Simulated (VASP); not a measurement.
**Al: single point with LDA**

The system is Al.

```
CELL_PARAMETERS angstrom
-1.61216 1.61216 1.61216
1.61216 -1.61216 1.61216
1.61216 1.61216 -1.61216
ATOMIC_POSITIONS crystal
Al 0.00000 0.00000 0.00000
```

* Program: VASP 6.6.1
* Task: single point
* Functional: LDA
* Potentials or basis: VASP PAW LDA potentials, release 64 (Al)
* Cutoff: 520 eV
* k mesh: 13 × 13 × 13
* Occupations: fermi-dirac, width 0.05 eV
* Spin: no spin polarisation

| Property | Result |
| --- | --- |
| Pressure | -2.7 GPa |

Levels at points of the mesh, in eV from the Fermi level:
```
           k point  band 1  band 2  band 3  band 4  band 5
(0.00, 0.00, 0.00)  -11.01   13.08   13.08   13.08   14.18
```

Run time: 12 s on 1 thread of Intel Xeon 8259CL, on a shared host, peak memory 0.12 GiB.
